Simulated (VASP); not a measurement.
The system is KBr.

```xyz
2
Lattice="0.0000 3.3000 3.3000 3.3000 0.0000 3.3000 3.3000 3.3000 0.0000" Properties=species:S:1:pos:R:3 pbc="T T T"
Br    3.3323    3.3097    3.3103
K     0.0259   -0.0284    0.0328
```

Base run:

```yaml
Program: VASP 6.6.1
Functional: PBE
Potentials_or_basis: VASP PAW PBE potentials, release 64 (Br, K_sv)
Cutoff: 520 eV
k_mesh: 5 × 5 × 5
Occupations: methfessel-paxton, width 0.1 eV
Spin: no spin polarisation
```

Its results: band gap on the k mesh 4.43 eV; pressure 0.8 GPa; largest force 0.056 eV/Å.

Problem. After a change of settings the same cell gave: band gap on the k mesh 4.28 eV; pressure -0.3 GPa; largest force 0.049 eV/Å. Which change was it?
A. functional from PBE to PBEsol; cutoff from 520 eV to 500 eV
B. k mesh from 5 × 5 × 5 to 6 × 6 × 6; occupations from methfessel-paxton, width 0.1 eV to gaussian, width 0.05 eV
C. k mesh from 5 × 5 × 5 to 8 × 8 × 8; occupations from methfessel-paxton, width 0.1 eV to gaussian, width 0.05 eV

Solution. A.

PBEsol binds more tightly than PBE, so the same cell stands under less pressure.

Caveats: the PAW data sets were made with another functional, which shifts forces and pressure a little (at least some runs).
